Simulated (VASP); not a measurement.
Runs of VASP 6.6.1 on LiH. The structure is that of space group F-43m (No. 216), or close to it. The cells are those of the table. 

| level | cell | k mesh | smearing | grid for exact exchange (PRECFOCK) | screening parameter | gap on the mesh (eV) | largest force (eV/Å) |
| --- | --- | --- | --- | --- | --- | --- | --- |
| r2SCAN | a = 2.953 Å, angles 61.8°, 2 atoms | 10 × 10 × 10 | gaussian 0.01 eV | - | - | 4.84 | 0.01 |
| r2SCAN | a = 3.049, b = 3.049, c = 3.034 Å, angles 60.2, 60.2, 59.7°, 2 atoms | 10 × 10 × 10 | gaussian 0.01 eV | - | - | 4.77 | - |
| PBE | a = 2.953 Å, angles 61.8°, 2 atoms | 10 × 10 × 10 | fermi-dirac 0.02 eV | - | - | 4.26 | - |
| HSE06 | a = 3.155 Å, angles 60.0°, 2 atoms | 8 × 8 × 8 | gaussian 0.01 eV | Normal | 0.2079 1/Å | 5.06 | - |
| r2SCAN | a = 3.052 Å, angles 61.6°, 2 atoms | 10 × 10 × 10 | gaussian 0.01 eV | - | - | (b) | 0.01 |
| HSE06 | a = 3.034 Å, angles 60.0°, 2 atoms | 8 × 8 × 8 | gaussian 0.01 eV | Normal | 0.2079 1/Å | (a) | - |
| PBE | a = 3.052 Å, angles 61.6°, 2 atoms | 10 × 10 × 10 | fermi-dirac 0.02 eV | - | - | 4.12 | - |

Alike in all rows: task single point; potentials or basis VASP PAW PBE potentials, release 64 (Li_sv, H); no spin polarisation; cutoff (eV) 520.

Question: Estimate the missing entries.

Answer: (a) 5.25; (b) 4.69.

Caveats: the PAW data sets were made with another functional, which shifts forces and pressure a little (some runs).

A k mesh can miss the band edges.
